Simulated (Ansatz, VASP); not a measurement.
# WC4 in VASP and in Ansatz

```
W C
1.0
     3.42847    0.00000    0.00000
     0.00000    3.42847    0.00000
     0.00000    0.00000    3.42847
W C
1 4
Direct
  0.50000 0.50000 0.50000
  0.00000 0.00000 0.00000
  0.50000 0.00000 0.00000
  0.00000 0.50000 0.00000
  0.00000 0.00000 0.50000
```

Alike in both runs: functional PBE; k mesh 4 × 4 × 4; occupations gaussian, width 0.2 eV; no spin polarisation.

Ansatz relaxed the structure, and its values are those at the end. VASP's run is a single point on that final structure, the one shown.

```csv
,VASP,Ansatz
version,VASP 6.6.1,Ansatz 0.2.0
potentials or method,"VASP PAW PBE potentials, release 64 (W_sv, C), cutoff 600 eV","scalar-relativistic, plane waves, PAW"
valence electrons in the cell,30,30
```

```csv
,VASP,Ansatz,Ansatz less VASP
gap on the k mesh at the Fermi level (eV),none,none,-
pressure (GPa),0.5,0.1,-0.38
```

A gap of «none» marks a metal or a gap that the smearing closes.

The k mesh is coarse, so the values compare programs but aren't converged. Neither program's run includes spin-orbit coupling.
